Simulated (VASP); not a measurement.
# CdSe (k07) (P6_3mc) in VASP: notebook

CdSe (k07) is run at these levels: PBEsol; tasks: single point.

All numbers are computed with VASP 6.6.1; they aren't measurements. Logs are shortened: lines on timing, memory, paths and dates and some standing lists are left out, and cuts for length are marked.

## Step 1: The cell of the first run

It takes space group P6_3mc (No. 186, hexagonal). The conventional cell has a = 4.302 Å, b = 4.302 Å, c = 7.022 Å, α = 90.00°, β = 90.00°, γ = 120.00°. Cd (site symmetry 3m) has 4 Se at 2.63 to 2.64 Å within 3.5 Å. Within 3.5 Å of Se (site symmetry 3m) lie 4 Cd at 2.63 to 2.64 Å.

## Step 2: Single point, PBEsol

Input file INCAR:

```
ALGO = Normal
EDIFF = 1E-6
ENCUT = 520
GGA = PS
ISIF = 2
ISMEAR = 0
LASPH = True
LCHARG = True
LELF = True
LREAL = False
LVHAR = True
LWAVE = False
NBANDS = 26
NELM = 100
PREC = Accurate
SIGMA = 0.01
```

Input file KPOINTS:

```
k-points
0
Gamma
  15 15 8
```

Input file POSCAR:

```
CdSe
1.0
    4.3020798272      0.0000000000      0.0000000000
   -2.1510399136      3.7257104194      0.0000000000
    0.0000000000      0.0000000000      7.0217824360
Cd Se
2 2
Direct
    0.3333333333      0.6666666667      0.0001415865
    0.6666666667      0.3333333333      0.5001415865
    0.3333333333      0.6666666667      0.3758584135
    0.6666666667      0.3333333333      0.8758584135
```

Potentials or basis: VASP PAW PBE potentials, release 64 (Cd, Se).

Command:

```bash
cat potpaw_PBE.64/Cd/POTCAR potpaw_PBE.64/Se/POTCAR > POTCAR
mpirun -np 1 vasp_std > vasp.out
```

OUTCAR:

```text
EDIFF = 1E-6
   ENCUT = 520
   GGA = PS
   ISIF = 2
   ISMEAR = 0
   LASPH = True
   LREAL = False
   NELM = 100
   PREC = Accurate

 ion  position               nearest neighbor table
   1  0.333  0.667  0.000-   4 2.63   4 2.63   4 2.63   3 2.64
   2  0.667  0.333  0.500-   3 2.63   3 2.63   3 2.63   4 2.64
   3  0.333  0.667  0.376-   2 2.63   2 2.63   2 2.63   1 2.64
   4  0.667  0.333  0.876-   1 2.63   1 2.63   1 2.63   2 2.64

  LATTYP: Found a hexagonal cell.
 ALAT       =     4.3020798272
 C/A-ratio  =     1.6321832039

  Lattice vectors:

 A1 = (   4.3020798272,   0.0000000000,   0.0000000000)
 A2 = (  -2.1510399136,   3.7257104194,   0.0000000000)
 A3 = (   0.0000000000,   0.0000000000,   7.0217824360)

Analysis of symmetry for initial positions (statically):
=====================================================================
 Subroutine PRICEL returns:
 Original cell was already a primitive cell.

 Routine SETGRP: Setting up the symmetry group for a
 hexagonal supercell.

 Subroutine GETGRP returns: Found 12 space group operations
 (whereof  6 operations were pure point group operations)
 out of a pool of 24 trial point group operations.

The static configuration has the point symmetry C_3v.
 The point group associated with its full space group is C_6v.

Analysis of symmetry for dynamics (positions and initial velocities):
=====================================================================
 Subroutine PRICEL returns:
 Original cell was already a primitive cell.

 Routine SETGRP: Setting up the symmetry group for a
 hexagonal supercell.

 Subroutine GETGRP returns: Found 12 space group operations
 (whereof  6 operations were pure point group operations)
 out of a pool of 24 trial point group operations.

The dynamic configuration has the point symmetry C_3v.
 The point group associated with its full space group is C_6v.

 Subroutine INISYM returns: Found 12 space group operations
 (whereof  6 operations are pure point group operations),
 and found     1 'primitive' translations

----------------------------------------------------------------------------------------

                                     Primitive cell

  volume of cell :     112.5473

  direct lattice vectors                    reciprocal lattice vectors
     4.302079827  0.000000000  0.000000000     0.232445710  0.134202593  0.000000000
    -2.151039914  3.725710419  0.000000000     0.000000000  0.268405187  0.000000000
     0.000000000  0.000000000  7.021782436     0.000000000  0.000000000  0.142413982

  length of vectors
     4.302079827  4.302079827  7.021782436     0.268405187  0.268405187  0.142413982

  position of ions in fractional coordinates (direct lattice)
     0.333333333  0.666666667  0.000141586
     0.666666667  0.333333333  0.500141586
     0.333333333  0.666666667  0.375858413
     0.666666667  0.333333333  0.875858413

  ion indices of the primitive-cell ions
   primitive index   ion index
                 1           1
                 2           2
                 3           3
                 4           4

----------------------------------------------------------------------------------------

 KPOINTS: k-points

Automatic generation of k-mesh.
 Grid dimensions read from file:
 generate k-points for:   15   15    8

 Generating k-lattice:

  Cartesian coordinates                     Fractional coordinates (reciprocal lattice)
     0.015496381  0.008946840  0.000000000     0.066666667  0.000000000  0.000000000
     0.000000000  0.017893679  0.000000000     0.000000000  0.066666667  0.000000000
     0.000000000  0.000000000  0.017801748     0.000000000  0.000000000  0.125000000

  Length of vectors
     0.017893679  0.017893679  0.017801748

  Shift w.r.t. Gamma in fractional coordinates (k-lattice)
     0.000000000  0.000000000  0.000000000

 Subroutine IBZKPT returns following result:
 ===========================================

 Found    135 irreducible k-points:

 Following reciprocal coordinates:
            Coordinates               Weight
  0.000000  0.000000  0.000000      1.000000
  0.066667  0.000000  0.000000      6.000000
  0.133333  0.000000  0.000000      6.000000
  0.200000 -0.000000  0.000000      6.000000
  0.266667  0.000000  0.000000      6.000000
  0.333333  0.000000  0.000000      6.000000
[... 16 lines left out ...]
  0.333333  0.200000  0.000000     12.000000
  0.400000  0.200000  0.000000      6.000000
 [... further k-points ...]
   k-points           NKPTS =    135   k-points in BZ     NKDIM =    135   number of bands    NBANDS=     26
   number of dos      NEDOS =    301   number of ions     NIONS =      4
   total plane-waves  NPLWV =  55296
   dimension x,y,z NGX =    32 NGY =   32 NGZ =   54
   dimension x,y,z NGXF=    64 NGYF=   64 NGZF=  108
   ions per type =               2   2
   NGX,Y,Z   is equivalent  to a cutoff of  12.37, 12.37, 12.78 a.u.
   NGXF,Y,Z  is equivalent  to a cutoff of  24.73, 24.73, 25.57 a.u.
 SYSTEM =  unknown system
   PREC   = accura    normal or accurate (medium, high low for compatibility)
   ISTART =      0    job   : 0-new  1-cont  2-samecut
   ICHARG =      2    charge: 1-file 2-atom 10-const
   ISPIN  =      1    spin polarized calculation?
   LNONCOLLINEAR =      F non collinear calculations
   LSORBIT =      F    spin-orbit coupling
   LASPH  =      T    aspherical Exc in radial PAW
   ENCUT  =  520.0 eV  38.22 Ry    6.18 a.u.   8.00  8.00 13.06*2*pi/ulx,y,z
   NELM   =    100;   NELMIN=  2; NELMDL= -5     # of ELM steps
   EDIFF  = 0.1E-05   stopping-criterion for ELM
   LREAL  =      F    real-space projection
   EDIFFG = 0.1E-04   stopping-criterion for IOM
   NSW    =      0    number of steps for IOM
   IBRION =     -1    ionic relax: 0-MD 1-quasi-New 2-CG
   NFREE  =      0    steps in history (QN), initial steepest desc. (CG)
   ISIF   =      2    stress and relaxation
   ISYM   =      2    0-nonsym 1-usesym 2-fastsym
   POTIM  = 0.5000    time-step for ionic-motion
   TEBEG  =    0.0;   TEEND  =   0.0 temperature during run
   PSTRESS=    0.0 pullay stress
   NELECT =      36.0000    total number of electrons
   NUPDOWN=      -1.0000    fix difference up-down
   EMIN   =  10.00;   EMAX   =-10.00  energy-range for DOS
   EFERMI =   0.00;   METHOD = LEGACY
   ISMEAR =     0;   SIGMA  =   0.01  broadening in eV -4-tet -1-fermi 0-gaus
   EFERMI_NEDOS =   21; number of points for ismear=-14 and -15
   IALGO  =     38    algorithm
   IMIX   =      4    mixing-type and parameters
     AMIX     =   0.40;   BMIX     =  1.00
     AMIX_MAG =   1.60;   BMIX_MAG =  1.00
  volume/ion in A,a.u.               =      28.14       189.88
  Fermi-wavevector in a.u.,A,eV,Ry     =   1.119603  2.115743 17.055048  1.253511
  Thomas-Fermi vector in A             =   2.256243
   LORBIT       =      0    0 simple, 1 ext, 2 COOP (PROOUT), +10 PAW based schemes
   GGA     = PS    functional components
   LHFCALC =     F    Hartree Fock is set to
   AEXX    =    0.0000 exact exchange contribution
   IVDW    =     0    specifies the selected vdW correction
   LEPSILON=     F    determine dielectric tensor
   LRPA    =     F    only Hartree local field effects (RPA)
 non-spin polarized calculation
 Gauss-broadening in eV      SIGMA  =   0.01
  energy-cutoff  :      520.00
  volume of cell :      112.55
 maximum number of plane-waves:      3056
 NGX is ok and might be reduce to    32
   NGX = 15   NGY = 15   NGZ = 27

 number of electron      35.9999998 magnetization

 Free energy of the ion-electron system (eV)
  ---------------------------------------------------
  ext. energy  EPLUGINS =         0.00000000
  ---------------------------------------------------
  free energy    TOTEN  =       -12.35246175 eV

  energy without entropy =      -12.35246175  energy(sigma->0) =      -12.35246175

 E-fermi :   0.9137     XC(G=0):  -9.0903

 val. band max:        0.8143837614   @ k =   0.0000   0.0000   0.0000
 cond. band min:       1.3543853476   @ k =   0.0000   0.0000   0.0000
 fundamental gap:      0.5400015862
 Fermi energy:         0.9136949534

 k-point     1 :       0.0000    0.0000    0.0000
  band No.  band energies     occupation
      1     -11.8158      2.00000
      2     -11.4308      2.00000
      3      -7.0915      2.00000
      4      -7.0848      2.00000
      5      -7.0848      2.00000
      6      -7.0163      2.00000
[... 18 lines left out ...]
     25       7.7648      0.00000
     26       8.3956      0.00000

 k-point     2 :       0.0667    0.0000    0.0000
  band No.  band energies     occupation
      1     -11.8015      2.00000
      2     -11.4242      2.00000
      3      -7.0879      2.00000
      4      -7.0795      2.00000
      5      -7.0739      2.00000
      6      -7.0103      2.00000
[... 18 lines left out ...]
     25       7.8729      0.00000
     26       8.3071      0.00000

 k-point     3 :       0.1333    0.0000    0.0000
  band No.  band energies     occupation
      1     -11.7606      2.00000
      2     -11.4056      2.00000
      3      -7.0747      2.00000
      4      -7.0651      2.00000
      5      -7.0440      2.00000
      6      -6.9919      2.00000
[... 18 lines left out ...]
     25       8.0800      0.00000
     26       8.1796      0.00000

 k-point     4 :       0.2000   -0.0000    0.0000
  band No.  band energies     occupation
      1     -11.6985      2.00000
      2     -11.3795      2.00000
      3      -7.0558      2.00000
      4      -7.0455      2.00000
      5      -6.9958      2.00000
      6      -6.9590      2.00000
[... 18 lines left out ...]
     25       7.8653      0.00000
     26       8.6409      0.00000
[... 496 lines left out ...]
      1     -11.4667      2.00000
      2     -11.3158      2.00000
      3      -7.0207      2.00000
      4      -6.9736      2.00000
      5      -6.8853      2.00000
      6      -6.8699      2.00000
[... 18 lines left out ...]
     25       8.3154      0.00000
     26       9.3127      0.00000

 k-point    23 :       0.3333    0.2000    0.0000
  band No.  band energies     occupation
      1     -11.4172      2.00000
      2     -11.3163      2.00000
      3      -7.0209      2.00000
      4      -6.9581      2.00000
      5      -6.8696      2.00000
      6      -6.8541      2.00000
[... 18 lines left out ...]
     25       8.5995      0.00000
     26       9.2520      0.00000

 k-point    24 :       0.4000    0.2000    0.0000
  band No.  band energies     occupation
      1     -11.3960      2.00000
      2     -11.3201      2.00000
      3      -7.0212      2.00000
      4      -6.9528      2.00000
      5      -6.8635      2.00000
      6      -6.8481      2.00000
[... 18 lines left out ...]
     25       8.9379      0.00000
     26       9.4541      0.00000

 [... further k-points ...]
[... 5 lines left out ...]
  --------------------------------------------------------------------------------------
  -------------------------------------------------------------------------------------
  Total        0.2312755      0.2312755      0.2349456      0.0000000      0.0000000      0.0000000
  in kB        3.2923441      3.2923441      3.3445909      0.0000000      0.0000000      0.0000000
  external PRESSURE =       3.3097597 kB  Pullay stress =       0.0000000 kB

 VOLUME and BASIS-vectors are now :
 -----------------------------------------------------------------------------
  energy-cutoff  :      520.00
  volume of cell :      112.55
      direct lattice vectors                 reciprocal lattice vectors
     4.302079827  0.000000000  0.000000000     0.232445710  0.134202593  0.000000000
    -2.151039914  3.725710419  0.000000000     0.000000000  0.268405187  0.000000000
     0.000000000  0.000000000  7.021782436     0.000000000  0.000000000  0.142413982

 POSITION                                       TOTAL-FORCE (eV/Angst)
 -----------------------------------------------------------------------------------
     -0.00000      2.48381      0.00099        -0.000000      0.000000      0.001683
      2.15104      1.24190      3.51189         0.000000     -0.000000      0.001683
     -0.00000      2.48381      2.63920         0.000000      0.000000     -0.001683
      2.15104      1.24190      6.15009         0.000000     -0.000000     -0.001683
 -----------------------------------------------------------------------------------
    total drift:                               -0.000000     -0.000000      0.000179

  FREE ENERGIE OF THE ION-ELECTRON SYSTEM (eV)
  ---------------------------------------------------
  free  energy   TOTEN  =       -12.3524617487 eV

  energy  without entropy=      -12.3524617487  energy(sigma->0) =      -12.35246175
```

Wall time 2 min (1 thread of Intel Xeon 6975P-C (Granite Rapids), shared host); peak memory 0.47 GiB.

What came out:

```
Free energy            : -12.3525 eV
Pressure               : 0.3 GPa
Band gap on the k mesh : 0.54 eV, direct
```

Caveat: the PAW data sets were made with another functional, which shifts forces and pressure a little. A k mesh can miss the band edges.

## Step 3: Single point, PBEsol

Input file INCAR:

```
  PREC = Accurate
  ENCUT = 520
  EDIFF = 1E-7
  ISMEAR = 0
  SIGMA = 0.01
  LREAL = False
  LASPH = True
  NELM = 80
  ALGO = Normal
  ISIF = 2
  LWAVE = False
  LCHARG = False
  GGA = PS
  NBANDS = 26
```

Input file KPOINTS:

```
regular mesh
0
Gamma
  15 15 8
```

Input file POSCAR:

```
CdSe
1.0
    4.3020798272      0.0000000000      0.0000000000
   -2.1510399136      3.7257104194      0.0000000000
    0.0000000000      0.0000000000      7.0217824360
Cd Se
2 2
Direct
    0.3333333333      0.6666666667     -0.0464646034
    0.6666666667      0.3333333333      0.4535353966
    0.3333333333      0.6666666667      0.4224646034
    0.6666666667      0.3333333333      0.9224646034
```

Potentials or basis: VASP PAW PBE potentials, release 64 (Cd, Se).

Command:

```bash
cat potpaw_PBE.64/Cd/POTCAR potpaw_PBE.64/Se/POTCAR > POTCAR
mpirun -np 1 vasp_std > vasp.out
```

OUTCAR:

```text
PREC = Accurate
   ENCUT = 520
   EDIFF = 1E-7
   ISMEAR = 0
   LREAL = False
   LASPH = True
   NELM = 80
   ISIF = 2
   GGA = PS

 ion  position               nearest neighbor table
   1  0.333  0.667  0.954-   4 2.49   4 2.49   4 2.49
   2  0.667  0.333  0.454-   3 2.49   3 2.49   3 2.49
   3  0.333  0.667  0.422-   2 2.49   2 2.49   2 2.49
   4  0.667  0.333  0.922-   1 2.49   1 2.49   1 2.49

  LATTYP: Found a hexagonal cell.
 ALAT       =     4.3020798272
[... 203 lines left out ...]
      6      -7.4977      2.00000
[... 685 lines left out ...]
     25       8.9226      0.00000
     26       9.9060      0.00000

 [... further k-points ...]
[... 5 lines left out ...]
  --------------------------------------------------------------------------------------
  -------------------------------------------------------------------------------------
  Total        4.7623055      4.7623055     -1.7419684      0.0000000      0.0000000      0.0000000
  in kB       67.7942573     67.7942573    -24.7979578      0.0000000      0.0000000      0.0000000
  external PRESSURE =      36.9301856 kB  Pullay stress =       0.0000000 kB

 VOLUME and BASIS-vectors are now :
 -----------------------------------------------------------------------------
  energy-cutoff  :      520.00
  volume of cell :      112.55
      direct lattice vectors                 reciprocal lattice vectors
     4.302079827  0.000000000  0.000000000     0.232445710  0.134202593  0.000000000
    -2.151039914  3.725710419  0.000000000     0.000000000  0.268405187  0.000000000
     0.000000000  0.000000000  7.021782436     0.000000000  0.000000000  0.142413982

 POSITION                                       TOTAL-FORCE (eV/Angst)
 -----------------------------------------------------------------------------------
     -0.00000      2.48381      6.69552         0.000000     -0.000000      0.472161
      2.15104      1.24190      3.18463        -0.000000      0.000000      0.472161
     -0.00000      2.48381      2.96645         0.000000     -0.000000     -0.472161
      2.15104      1.24190      6.47735        -0.000000      0.000000     -0.472161
 -----------------------------------------------------------------------------------
    total drift:                                0.000000      0.000000      0.000026

  FREE ENERGIE OF THE ION-ELECTRON SYSTEM (eV)
  ---------------------------------------------------
  free  energy   TOTEN  =       -11.5942877977 eV

  energy  without entropy=      -11.5942877977  energy(sigma->0) =      -11.59428780
```

OSZICAR:

```text
N       E                     dE             d eps       ncg     rms          rms(c)
DAV:   1     0.241928591438E+03    0.24193E+03   -0.17091E+04  7020   0.125E+03
DAV:   2     0.257258344716E+00   -0.24167E+03   -0.23353E+03  7684   0.310E+02
DAV:   3    -0.124008631986E+02   -0.12658E+02   -0.12590E+02  8462   0.711E+01
DAV:   4    -0.125018745080E+02   -0.10101E+00   -0.10092E+00  7662   0.601E+00
DAV:   5    -0.125024808149E+02   -0.60631E-03   -0.60629E-03  7926   0.453E-01    0.990E+00
DAV:   6    -0.116501682298E+02    0.85231E+00   -0.15530E+00  8790   0.136E+01    0.758E+00
DAV:   7    -0.115999010422E+02    0.50267E-01   -0.66073E-01  7296   0.427E+00    0.297E+00
DAV:   8    -0.115948389638E+02    0.50621E-02   -0.83011E-02  7314   0.306E+00    0.461E-01
DAV:   9    -0.115942113826E+02    0.62758E-03   -0.10624E-02  7698   0.125E+00    0.152E-01
DAV:  10    -0.115942086086E+02    0.27740E-05   -0.10486E-03  7536   0.355E-01    0.638E-02
DAV:  11    -0.115942968946E+02   -0.88286E-04   -0.25778E-04  7316   0.121E-01    0.329E-02
DAV:  12    -0.115942849753E+02    0.11919E-04   -0.68799E-05  8112   0.986E-02    0.129E-02
DAV:  13    -0.115942879304E+02   -0.29551E-05   -0.83611E-06  7260   0.154E-02    0.682E-03
DAV:  14    -0.115942876500E+02    0.28040E-06   -0.10376E-06  8170   0.801E-03    0.157E-03
DAV:  15    -0.115942879019E+02   -0.25193E-06   -0.33119E-07  7350   0.291E-03    0.252E-03
DAV:  16    -0.115942877961E+02    0.10580E-06   -0.10460E-07  5470   0.180E-03    0.251E-04
DAV:  17    -0.115942877977E+02   -0.16048E-08   -0.12228E-08  3660   0.571E-04
   1 F= -.11594288E+02 E0= -.11594288E+02  d E =-.952929E-14
```

It took 6.4 min on 1 thread of Intel Xeon Platinum 8259CL at 2.50GHz (Skylake/Cascade Lake), shared host; peak memory 0.47 GiB.

What came out:

```yaml
Free_energy: -11.5943 eV
Pressure: 3.7 GPa
Largest_force: 0.472 eV/Å
Band_gap_on_the_k_mesh: 0.86 eV, direct
```

Forces in eV/Å, atoms in the order of the input:
```
Cd   0.000  0.000  0.472
Cd   0.000  0.000  0.472
Se   0.000  0.000 -0.472
Se   0.000  0.000 -0.472
```

Levels at points of the mesh, in eV from the valence-band top:
| k point | band 15 | band 16 | band 17 | band 18 | band 19 | band 20 | band 21 | band 22 |
| --- | --- | --- | --- | --- | --- | --- | --- | --- |
| (0.00, 0.00, 0.00) | -0.46 | -0.07 | 0.00 | 0.00 | 0.86 | 1.41 | 5.89 | 5.89 |
| (0.00, 0.00, 0.50) | -0.23 | -0.23 | -0.23 | -0.23 | 1.89 | 1.89 | 5.96 | 5.96 |

Caveat: the PAW data sets were made with another functional, which shifts forces and pressure a little.
